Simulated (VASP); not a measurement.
# Nb (I4/mmm) in VASP: notebook

Nb is run at these levels: PBEsol; tasks: single point.

All numbers are computed with VASP 6.6.1; they aren't measurements. Logs are shortened: lines on timing, memory, paths and dates and some standing lists are left out, and cuts for length are marked.

## Step 1: The cell of the first run

It takes space group I4/mmm (No. 139, tetragonal). The conventional cell has a = 2.752 Å, b = 2.752 Å, c = 4.568 Å, α = 90.00°, β = 90.00°, γ = 90.00°. Within 3.6 Å of Nb (site symmetry 4/mmm) lie 12 Nb at 2.75 to 3.00 Å.

## Step 2: Single point, PBEsol (strain -0.080 along x and y, +0.080 along z)

The input, INCAR:

```
SYSTEM = Nb
PREC = Accurate
ENCUT = 520
EDIFF = 1E-7
ISMEAR = 0
SIGMA = 0.15
LREAL = .False.
LASPH = .True.
NELM = 100
ALGO = Fast
ISIF = 2
LWAVE = .False.
LCHARG = .False.
GGA = PS
NBANDS = 12
```

The input, KPOINTS:

```
Automatic mesh
0
Gamma
  20 20 20
  0 0 0
```

The input, POSCAR:

```
Nb
1.0
    0.0000000000      1.9458000000      2.2842000000
    1.9458000000      0.0000000000      2.2842000000
    1.9458000000      1.9458000000      0.0000000000
Nb
1
Direct
    0.0000000000      0.0000000000      0.0000000000
```

Potentials or basis: VASP PAW PBE potentials, release 64 (Nb_sv).

The run is started by

```console
cat potpaw_PBE.64/Nb_sv/POTCAR > POTCAR
mpirun -np 1 vasp_std > vasp.out
```

OUTCAR:

```text
SYSTEM = Nb
   PREC = Accurate
   ENCUT = 520
   EDIFF = 1E-7
   ISMEAR = 0
   LREAL = .False.
   LASPH = .True.
   NELM = 100
   ISIF = 2
   GGA = PS

 ion  position               nearest neighbor table
   1  0.000  0.000  0.000-

  LATTYP: Found a body centered tetragonal cell.
 ALAT       =     2.7517767497
 C/A-ratio  =     1.6601637471

  Lattice vectors:

 A1 = (  -1.9458000000,   0.0000000000,   2.2842000000)
 A2 = (   1.9458000000,   0.0000000000,   2.2842000000)
 A3 = (   0.0000000000,   1.9458000000,  -2.2842000000)

Analysis of symmetry for initial positions (statically):
=====================================================================
 Subroutine PRICEL returns:
 Original cell was already a primitive cell.

 Routine SETGRP: Setting up the symmetry group for a
 body centered tetragonal supercell.

 Subroutine GETGRP returns: Found 16 space group operations
 (whereof 16 operations were pure point group operations)
 out of a pool of 16 trial point group operations.

The static configuration has the point symmetry D_4h.

Analysis of symmetry for dynamics (positions and initial velocities):
=====================================================================
 Subroutine PRICEL returns:
 Original cell was already a primitive cell.

 Routine SETGRP: Setting up the symmetry group for a
 body centered tetragonal supercell.

 Subroutine GETGRP returns: Found 16 space group operations
 (whereof 16 operations were pure point group operations)
 out of a pool of 16 trial point group operations.

The dynamic configuration has the point symmetry D_4h.

 Subroutine INISYM returns: Found 16 space group operations
 (whereof 16 operations are pure point group operations),
 and found     1 'primitive' translations

----------------------------------------------------------------------------------------

                                     Primitive cell

  volume of cell :      17.2966

  direct lattice vectors                    reciprocal lattice vectors
     0.000000000  1.945800000  2.284200000    -0.256963717  0.256963717  0.218895018
     1.945800000  0.000000000  2.284200000     0.256963717 -0.256963717  0.218895018
     1.945800000  1.945800000  0.000000000     0.256963717  0.256963717 -0.218895018

  length of vectors
     3.000617816  3.000617816  2.751776750     0.424235468  0.424235468  0.424235468

  position of ions in fractional coordinates (direct lattice)
     0.000000000  0.000000000  0.000000000

  ion indices of the primitive-cell ions
   primitive index   ion index
                 1           1

----------------------------------------------------------------------------------------

 KPOINTS: Automatic mesh

Automatic generation of k-mesh.
 Grid dimensions read from file:
 generate k-points for:   20   20   20

 Generating k-lattice:

  Cartesian coordinates                     Fractional coordinates (reciprocal lattice)
    -0.012848186  0.012848186  0.010944751     0.050000000  0.000000000  0.000000000
     0.012848186 -0.012848186  0.010944751     0.000000000  0.050000000  0.000000000
     0.012848186  0.012848186 -0.010944751     0.000000000  0.000000000  0.050000000

  Length of vectors
     0.021211773  0.021211773  0.021211773

  Shift w.r.t. Gamma in fractional coordinates (k-lattice)
     0.000000000  0.000000000  0.000000000

 Subroutine IBZKPT returns following result:
 ===========================================

 Found    641 irreducible k-points:

 Following reciprocal coordinates:
            Coordinates               Weight
  0.000000  0.000000  0.000000      1.000000
  0.050000 -0.000000  0.000000      8.000000
  0.100000  0.000000  0.000000      8.000000
  0.150000  0.000000  0.000000      8.000000
  0.200000  0.000000  0.000000      8.000000
  0.250000  0.000000  0.000000      8.000000
[... 16 lines left out ...]
 -0.400000  0.050000  0.000000      8.000000
 -0.350000  0.050000  0.000000      8.000000
 [... further k-points ...]
   k-points           NKPTS =    641   k-points in BZ     NKDIM =    641   number of bands    NBANDS=     12
   number of dos      NEDOS =    301   number of ions     NIONS =      1
   total plane-waves  NPLWV =  11520
   dimension x,y,z NGX =    24 NGY =   24 NGZ =   20
   dimension x,y,z NGXF=    48 NGYF=   48 NGZF=   40
   ions per type =               1
   NGX,Y,Z   is equivalent  to a cutoff of  13.30, 13.30, 12.08 a.u.
   NGXF,Y,Z  is equivalent  to a cutoff of  26.59, 26.59, 24.17 a.u.
 SYSTEM =  Nb
   PREC   = accura    normal or accurate (medium, high low for compatibility)
   ISTART =      0    job   : 0-new  1-cont  2-samecut
   ICHARG =      2    charge: 1-file 2-atom 10-const
   ISPIN  =      1    spin polarized calculation?
   LNONCOLLINEAR =      F non collinear calculations
   LSORBIT =      F    spin-orbit coupling
   LASPH  =      T    aspherical Exc in radial PAW
   ENCUT  =  520.0 eV  38.22 Ry    6.18 a.u.   5.58  5.58  5.12*2*pi/ulx,y,z
   NELM   =    100;   NELMIN=  2; NELMDL= -5     # of ELM steps
   EDIFF  = 0.1E-06   stopping-criterion for ELM
   LREAL  =      F    real-space projection
   EDIFFG = 0.1E-05   stopping-criterion for IOM
   NSW    =      0    number of steps for IOM
   IBRION =     -1    ionic relax: 0-MD 1-quasi-New 2-CG
   NFREE  =      0    steps in history (QN), initial steepest desc. (CG)
   ISIF   =      2    stress and relaxation
   ISYM   =      2    0-nonsym 1-usesym 2-fastsym
   POTIM  = 0.5000    time-step for ionic-motion
   TEBEG  =    0.0;   TEEND  =   0.0 temperature during run
   PSTRESS=    0.0 pullay stress
   NELECT =      13.0000    total number of electrons
   NUPDOWN=      -1.0000    fix difference up-down
   EMIN   =  10.00;   EMAX   =-10.00  energy-range for DOS
   EFERMI =   0.00;   METHOD = LEGACY
   ISMEAR =     0;   SIGMA  =   0.15  broadening in eV -4-tet -1-fermi 0-gaus
   EFERMI_NEDOS =   21; number of points for ismear=-14 and -15
   IALGO  =     68    algorithm
   IMIX   =      4    mixing-type and parameters
     AMIX     =   0.40;   BMIX     =  1.00
     AMIX_MAG =   1.60;   BMIX_MAG =  1.00
  volume/ion in A,a.u.               =      17.30       116.72
  Fermi-wavevector in a.u.,A,eV,Ry     =   1.488455  2.812773 30.143693  2.215499
  Thomas-Fermi vector in A             =   2.601488
   LORBIT       =      0    0 simple, 1 ext, 2 COOP (PROOUT), +10 PAW based schemes
   GGA     = PS    functional components
   LHFCALC =     F    Hartree Fock is set to
   AEXX    =    0.0000 exact exchange contribution
   IVDW    =     0    specifies the selected vdW correction
   LEPSILON=     F    determine dielectric tensor
   LRPA    =     F    only Hartree local field effects (RPA)
 non-spin polarized calculation
 RMM-DIIS sequential band-by-band and
 Gauss-broadening in eV      SIGMA  =   0.15
  energy-cutoff  :      520.00
  volume of cell :       17.30
 maximum number of plane-waves:       485
   NGX = 11   NGY = 11   NGZ = 11

 number of electron      13.0000001 magnetization

 Free energy of the ion-electron system (eV)
  ---------------------------------------------------
  ext. energy  EPLUGINS =         0.00000000
  ---------------------------------------------------
  free energy    TOTEN  =       -10.75455698 eV

  energy without entropy =      -10.74025445  energy(sigma->0) =      -10.74740571

 E-fermi :  11.8731     XC(G=0): -12.8345

 val. band max:       11.8706579096   @ k =  -0.3500   0.0500   0.1500
 cond. band min:      11.8735268014   @ k =  -0.3500   0.2000   0.1500
 fundamental gap:      0.0028688918
 Fermi energy:        11.8731072367

 k-point     1 :       0.0000    0.0000    0.0000
  band No.  band energies     occupation
      1     -42.6083      2.00000
      2     -17.9398      2.00000
      3     -17.7570      2.00000
      4     -17.7570      2.00000
      5       5.5840      2.00000
      6      10.7896      2.00000
      7      12.9411      0.00000
      8      12.9411      0.00000
      9      13.2130      0.00000
     10      16.3502      0.00000
     11      24.2841      0.00000
     12      26.1857      0.00000

 k-point     2 :       0.0500   -0.0000    0.0000
  band No.  band energies     occupation
      1     -42.6014      2.00000
      2     -17.9538      2.00000
      3     -17.7948      2.00000
      4     -17.7579      2.00000
      5       5.6886      2.00000
      6      10.8293      2.00000
      7      12.8391      0.00000
      8      12.9888      0.00000
      9      13.2176      0.00000
     10      16.2683      0.00000
     11      24.4963      0.00000
     12      26.3196      0.00000

 k-point     3 :       0.1000    0.0000    0.0000
  band No.  band energies     occupation
      1     -42.5815      2.00000
      2     -18.0127      2.00000
      3     -17.8848      2.00000
      4     -17.7605      2.00000
      5       5.9897      2.00000
      6      10.9306      2.00000
      7      12.5381      0.00000
      8      13.1239      0.00000
      9      13.2928      0.00000
     10      16.0482      0.00000
     11      25.0459      0.00000
     12      26.6647      0.00000
[... 286 lines left out ...]
 k-point    23 :      -0.4000    0.0500    0.0000
  band No.  band energies     occupation
      1     -42.3330      2.00000
      2     -19.3556      2.00000
      3     -18.2202      2.00000
      4     -17.7845      2.00000
      5       7.9538      2.00000
      6      10.9906      2.00000
      7      12.9670      0.00000
      8      13.0676      0.00000
      9      16.3118      0.00000
     10      17.5485      0.00000
     11      23.3941      0.00000
     12      25.0697      0.00000

 k-point    24 :      -0.3500    0.0500    0.0000
  band No.  band energies     occupation
      1     -42.3590      2.00000
      2     -19.2249      2.00000
      3     -18.1889      2.00000
      4     -17.7757      2.00000
      5       8.0058      2.00000
      6      11.0827      2.00000
      7      12.3070      0.00004
      8      13.2146      0.00000
      9      15.8974      0.00000
     10      16.9135      0.00000
     11      23.5826      0.00000
     12      26.2231      0.00000

 [... further k-points ...]
[... 5 lines left out ...]
  --------------------------------------------------------------------------------------
  -------------------------------------------------------------------------------------
  Total        0.1330626      0.1330626      1.6662424      0.0000000      0.0000000     -0.0000000
  in kB       12.3255476     12.3255476    154.3434613      0.0000000      0.0000000     -0.0000000
  external PRESSURE =      59.6648522 kB  Pullay stress =       0.0000000 kB

 VOLUME and BASIS-vectors are now :
 -----------------------------------------------------------------------------
  energy-cutoff  :      520.00
  volume of cell :       17.30
      direct lattice vectors                 reciprocal lattice vectors
     0.000000000  1.945800000  2.284200000    -0.256963717  0.256963717  0.218895018
     1.945800000  0.000000000  2.284200000     0.256963717 -0.256963717  0.218895018
     1.945800000  1.945800000  0.000000000     0.256963717  0.256963717 -0.218895018

 POSITION                                       TOTAL-FORCE (eV/Angst)
 -----------------------------------------------------------------------------------
      0.00000      0.00000      0.00000         0.000000      0.000000      0.000000
 -----------------------------------------------------------------------------------
    total drift:                                0.000000     -0.000000     -0.000000

  FREE ENERGIE OF THE ION-ELECTRON SYSTEM (eV)
  ---------------------------------------------------
  free  energy   TOTEN  =       -10.7545569785 eV

  energy  without entropy=      -10.7402544489  energy(sigma->0) =      -10.74740571
```

Wall time 2.4 min (1 thread of Intel Xeon Platinum 8559C (Emerald Rapids), shared host); peak memory 0.24 GiB.

What came out:

```yaml
Free_energy: -10.7546 eV
Pressure: 6.0 GPa
Band_gap_on_the_k_mesh: zero (an odd number of electrons rules out a gap without spin polarisation)
```

Levels at points of the mesh, in eV from the Fermi level:
| k point | band 4 | band 5 | band 6 | band 7 | band 8 | band 9 |
| --- | --- | --- | --- | --- | --- | --- |
| (0.00, 0.00, 0.00) | -29.63 | -6.29 | -1.08 | 1.07 | 1.07 | 1.34 |
| (0.50, 0.00, 0.00) | -29.67 | -4.06 | -0.94 | 1.07 | 1.90 | 4.85 |
| (0.50, 0.50, 0.00) | -29.95 | -4.25 | -3.40 | 2.37 | 5.62 | 5.80 |
| (0.50, 0.00, 0.50) | -30.16 | -4.46 | -3.54 | 4.60 | 4.80 | 5.27 |

Caveat: the cell differs from its parent crystal (strain -0.080 along x and y, +0.080 along z); the stress differs along the axes, from 1 to 15 GPa; the PAW data sets were made with another functional, which shifts forces and pressure a little.

## Step 3: Single point, PBEsol (strain +0.000 along x and y, -0.080 along z)

The input, INCAR:

```
PREC = Accurate ; ENCUT = 520
EDIFF = 1E-6 ; ISMEAR = 0
SIGMA = 0.15 ; LREAL = False
LASPH = True ; NELM = 60
ALGO = Fast ; ISIF = 2
LWAVE = False ; LCHARG = False
GGA = PS ; NBANDS = 12
```

The input, KPOINTS:

```
regular mesh
0
Gamma
  20 20 20
```

The input, POSCAR:

```
Nb
1.0
    0.0000000000      2.1150000000      1.9458000000
    2.1150000000      0.0000000000      1.9458000000
    2.1150000000      2.1150000000      0.0000000000
Nb
1
Direct
    0.0000000000      0.0000000000      0.0000000000
```

Potentials or basis: VASP PAW PBE potentials, release 64 (Nb_sv).

The run is started by

```console
cat potpaw_PBE.64/Nb_sv/POTCAR > POTCAR
mpirun -np 1 vasp_std > vasp.out
```

OUTCAR:

```text
PREC = Accurate
   ENCUT = 520
   EDIFF = 1E-6
   ISMEAR = 0
   LREAL = False
   LASPH = True
   NELM = 60
   ISIF = 2
   GGA = PS

 ion  position               nearest neighbor table
   1  0.000  0.000  0.000-

  LATTYP: Found a body centered tetragonal cell.
 ALAT       =     2.9910616844
 C/A-ratio  =     1.3010764774

  Lattice vectors:

 A1 = (   0.0000000000,  -2.1150000000,  -1.9458000000)
 A2 = (   0.0000000000,   2.1150000000,  -1.9458000000)
 A3 = (   2.1150000000,   0.0000000000,   1.9458000000)

Analysis of symmetry for initial positions (statically):
=====================================================================
 Subroutine PRICEL returns:
 Original cell was already a primitive cell.

 Routine SETGRP: Setting up the symmetry group for a
 body centered tetragonal supercell.

 Subroutine GETGRP returns: Found 16 space group operations
 (whereof 16 operations were pure point group operations)
 out of a pool of 16 trial point group operations.

The static configuration has the point symmetry D_4h.

Analysis of symmetry for dynamics (positions and initial velocities):
[... 163 lines left out ...]
 fundamental gap:      0.0014636015
 Fermi energy:        11.8433397431

 k-point     1 :       0.0000    0.0000    0.0000
  band No.  band energies     occupation
      1     -42.7038      2.00000
      2     -17.9500      2.00000
      3     -17.9500      2.00000
      4     -17.9486      2.00000
      5       5.4886      2.00000
      6      11.6830      1.86938
      7      11.6830      1.86938
      8      12.6693      0.00000
      9      14.1132      0.00000
     10      15.4142      0.00000
     11      23.9210      0.00000
     12      28.0108      0.00000
[... 331 lines left out ...]
 k-point    24 :      -0.3500    0.0500    0.0000
  band No.  band energies     occupation
      1     -42.4806      2.00000
      2     -19.2142      2.00000
      3     -18.1737      2.00000
      4     -18.0896      2.00000
      5       7.9188      2.00000
      6      11.4950      1.99898
      7      11.9834      0.18657
      8      12.6041      0.00000
      9      15.8955      0.00000
     10      16.4234      0.00000
     11      23.6180      0.00000
     12      26.1611      0.00000

 [... further k-points ...]
[... 5 lines left out ...]
  --------------------------------------------------------------------------------------
  -------------------------------------------------------------------------------------
  Total        1.4194544      1.4194544     -0.8714253      0.0000000      0.0000000     -0.0000000
  in kB      130.6420822    130.6420822    -80.2032189      0.0000000      0.0000000     -0.0000000
  external PRESSURE =      60.3603152 kB  Pullay stress =       0.0000000 kB

 VOLUME and BASIS-vectors are now :
 -----------------------------------------------------------------------------
  energy-cutoff  :      520.00
  volume of cell :       17.41
      direct lattice vectors                 reciprocal lattice vectors
     0.000000000  2.115000000  1.945800000    -0.236406619  0.236406619  0.256963717
     2.115000000  0.000000000  1.945800000     0.236406619 -0.236406619  0.256963717
     2.115000000  2.115000000  0.000000000     0.236406619  0.236406619 -0.256963717

 POSITION                                       TOTAL-FORCE (eV/Angst)
 -----------------------------------------------------------------------------------
      0.00000      0.00000      0.00000         0.000000      0.000000      0.000000
 -----------------------------------------------------------------------------------
    total drift:                                0.000000     -0.000000     -0.000000

  FREE ENERGIE OF THE ION-ELECTRON SYSTEM (eV)
  ---------------------------------------------------
  free  energy   TOTEN  =       -10.6730791308 eV

  energy  without entropy=      -10.6580666371  energy(sigma->0) =      -10.66557288
```

OSZICAR:

```text
N       E                     dE             d eps       ncg     rms          rms(c)
DAV:   1     0.116712536946E+03    0.11671E+03   -0.72645E+03 15496   0.108E+03
DAV:   2    -0.639317062207E+01   -0.12311E+03   -0.11860E+03 16588   0.392E+02
DAV:   3    -0.108521936988E+02   -0.44590E+01   -0.42696E+01 22212   0.656E+01
[... 12 lines left out ...]
RMM:  16    -0.106730700681E+02   -0.94134E-05   -0.93942E-05 21207   0.393E-02    0.152E-02
RMM:  17    -0.106730751152E+02   -0.50472E-05   -0.43077E-05 18817   0.331E-02    0.275E-02
RMM:  18    -0.106730765944E+02   -0.14791E-05   -0.28326E-05 16578   0.249E-02    0.195E-02
RMM:  19    -0.106730781316E+02   -0.15373E-05   -0.19848E-05 20641   0.470E-02    0.730E-03
RMM:  20    -0.106730791308E+02   -0.99914E-06   -0.90017E-06 14076   0.229E-02
   1 F= -.10673079E+02 E0= -.10665573E+02  d E =-.150125E-01
```

stdout:

```text
POSCAR found type information on POSCAR Nb
 POSCAR found :  1 types and       1 ions
 scaLAPACK will be used
 -----------------------------------------------------------------------------
|                                                                             |
|                                                                             |
|     You enforced a specific xc type in the INCAR file but a different       |
|     I HOPE YOU KNOW WHAT YOU ARE DOING!                                     |
|                                                                             |
 -----------------------------------------------------------------------------

 LDA part: xc-table for (Slater+PW92), standard interpolation
 POSCAR, INCAR and KPOINTS ok, starting setup
 FFT: planning ... GRIDC
 FFT: planning ... GRID_SOFT
 FFT: planning ... GRID
 WAVECAR not read
 entering main loop
WARNING in EDDRMM: call to ZHEGV failed, returncode =   8  4      7
WARNING in EDDRMM: call to ZHEGV failed, returncode =   6  3     10
WARNING in EDDRMM: call to ZHEGV failed, returncode =   6  3     10
WARNING in EDDRMM: call to ZHEGV failed, returncode =   6  3     10
```

Run time: 2.6 min. Hardware: 1 thread of Intel Xeon Platinum 8559C (Emerald Rapids), shared host; peak memory 0.24 GiB.

What came out:

```yaml
Free_energy: -10.6731 eV
Pressure: 6.0 GPa
Band_gap_on_the_k_mesh: zero (an odd number of electrons rules out a gap without spin polarisation)
```

Levels at points of the mesh, in eV from the Fermi level:
```
           k point  band 4  band 5  band 6  band 7  band 8  band 9
(0.00, 0.00, 0.00)  -29.79   -6.35   -0.16   -0.16    0.83    2.27
(0.50, 0.00, 0.00)  -29.90   -4.09   -0.67    0.54    1.76    4.85
(0.50, 0.50, 0.00)  -30.46   -4.46   -3.79    5.17    5.20    5.85
(0.50, 0.00, 0.50)  -30.16   -4.40   -3.51    3.61    5.07    5.32
```

Caveat: the cell differs from its parent crystal (strain +0.000 along x and y, -0.080 along z); the stress differs along the axes, from -8 to 13 GPa; the PAW data sets were made with another functional, which shifts forces and pressure a little.

(Continued in part 2 of 2.)
